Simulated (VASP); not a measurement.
Wanted: the native input for a VASP 6.6.1 run.

* Task: single point
* Functional: PBE
* Potentials or basis: VASP PAW PBE potentials, release 64 (Cs_sv, Br)
* Cutoff: 500 eV
* k mesh: 8 × 8 × 8
* Occupations: gaussian, width 0.05 eV
* Spin: no spin polarisation
* Dipole correction: no
* Further INCAR settings: ALGO = Normal; EDIFF = 1e-06; NBANDS = 15

The structure of CsBr lies in POSCAR:

```
CsBr
1.0
    4.2860000000      0.0000000000      0.0000000000
    0.0000000000      4.2860000000      0.0000000000
    0.0000000000      0.0000000000      4.2860000000
Cs Br
1 1
Direct
    0.0116658889      0.0000000000      0.0000000000
    0.5000000000      0.5000000000      0.5000000000
```

One way to write it, as run:

INCAR

```
SYSTEM = CsBr
PREC = Accurate
ENCUT = 500
EDIFF = 1E-6
ISMEAR = 0
SIGMA = 0.05
LREAL = .FALSE.
LASPH = .TRUE.
NELM = 120
ALGO = Normal
ISIF = 2
LWAVE = .FALSE.
LCHARG = .FALSE.
GGA = PE
NBANDS = 15
GGA_COMPAT = .FALSE.
```

KPOINTS

```
regular mesh
0
G
  8 8 8
  0 0 0
```

Potentials or basis: VASP PAW PBE potentials, release 64 (Cs_sv, Br).

Launch:

```sh
$ cat potpaw_PBE.64/Cs_sv/POTCAR potpaw_PBE.64/Br/POTCAR > POTCAR
$ mpirun -np 1 vasp_std > vasp.out
```

It gave:

| Item | Value |
| --- | --- |
| Pressure | 1.1 GPa |
| Largest force | 0.045 eV/Å |
| Band gap on the k mesh | 4.52 eV, direct |

Caveat: spin-orbit coupling is left out, which moves the levels of the heavy elements.

It took 25 s on 1 thread of Intel(R) Xeon(R) Platinum 8488C (Sapphire Rapids), with other jobs on the host, peak memory 0.23 GiB.
